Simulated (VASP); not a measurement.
A run of VASP 6.6.1 is set up as follows.

File INCAR:

```
PREC = Accurate
ENCUT = 520
EDIFF = 1E-6
ISMEAR = -1
SIGMA = 0.05
LREAL = False
LASPH = True
NELM = 100
ALGO = Normal
ISIF = 2
LWAVE = False
LCHARG = False
GGA = PS
NBANDS = 28
```

The input KPOINTS:

```
regular mesh
0
Gamma
  7 7 6
```

File POSCAR:

```
PbS
1.0
    1.9473387529     -5.3747444710      0.0000000000
    1.9473387529      5.3747444710      0.0000000000
    0.0000000000      0.0000000000      4.1272963127
Pb S
2 2
Direct
    0.1199594748      0.8800405252      0.2500000000
    0.8800405252      0.1199594748      0.7500000000
    0.3657918757      0.6342081243      0.2500000000
    0.6342081243      0.3657918757      0.7500000000
```

Potentials or basis: VASP PAW PBE potentials, release 64 (Pb_d, S).

Run with:

```console
$ cat potpaw_PBE.64/Pb_d/POTCAR potpaw_PBE.64/S/POTCAR > POTCAR
$ mpirun -np 1 vasp_std > vasp.out
```

Question: Estimate the largest force.

Answer: 0.003 eV/Å.

Question: Estimate the band gap on the k mesh.

Answer: 0.86 eV (least direct gap 0.87 eV).

Question: Estimate the pressure.

Answer: 10.0 GPa.

Forces on the atoms (eV/Å):
```
Pb   0.000 -0.002  0.000
Pb   0.000  0.002  0.000
S    0.000 -0.003  0.000
S    0.000  0.003  0.000
```

Caveat: the cell stands under pressure; the PAW data sets were made with another functional, which shifts forces and pressure a little; spin-orbit coupling is left out, which moves the levels of the heavy elements; an odd mesh through Γ misses points on the zone boundary, where band edges can lie.
